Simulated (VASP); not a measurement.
Write the native input for VASP 6.6.1 that does the following.

```
Task                   : single point
Functional             : PBEsol
Potentials or basis    : VASP PAW PBE potentials, release 64 (B, P)
Cutoff                 : 520 eV
k mesh                 : 8 × 8 × 8
Occupations            : gaussian, width 0.01 eV
Spin                   : no spin polarisation
Dipole correction      : no
Further INCAR settings : ALGO = Normal; EDIFF = 1e-07; NBANDS = 11
```

The structure of BP lies in POSCAR:

```
BP
1.0
    2.2432919699      2.2432919699      0.0000000000
   -2.2432919699      2.2432919699      0.0000000000
    0.0000000000      2.2432919699      2.2432919699
B P
1 1
Direct
    0.0000000000      0.0000000000      0.0000000000
    0.7500000000      0.2500000000      0.5000000000
```

One way to write it, as run:

INCAR

```
PREC     = Accurate       # precision mode
ENCUT    = 520            # plane-wave cutoff, eV
EDIFF    = 1E-7           # SCF threshold, eV
ISMEAR   = 0              # smearing method
SIGMA    = 0.01           # smearing width, eV
LREAL    = False          # projectors in reciprocal space
LASPH    = True           # aspherical terms in the spheres
NELM     = 60             # most SCF steps
ALGO     = Normal         # electronic algorithm
ISIF     = 2              # what is computed and relaxed
LWAVE    = False          # write WAVECAR
LCHARG   = False          # write CHGCAR
GGA      = PS             # functional
NBANDS   = 11             # bands
```

KPOINTS

```
regular mesh
0
Gamma
  8 8 8
```

Potentials or basis: VASP PAW PBE potentials, release 64 (B, P).

The run is started by

```sh
$ cat potpaw_PBE.64/B/POTCAR potpaw_PBE.64/P/POTCAR > POTCAR
$ mpirun -np 1 vasp_std > vasp.out
```

It gave:

* Pressure: 4.1 GPa
* Band gap on the k mesh: 1.12 eV, indirect (least direct gap 3.41 eV)

Caveat: the PAW data sets were made with another functional, which shifts forces and pressure a little.

Wall time 3.5 s on 1 thread of Intel(R) Xeon(R) Platinum 8488C (Sapphire Rapids) (shared host), peak memory 0.13 GiB.
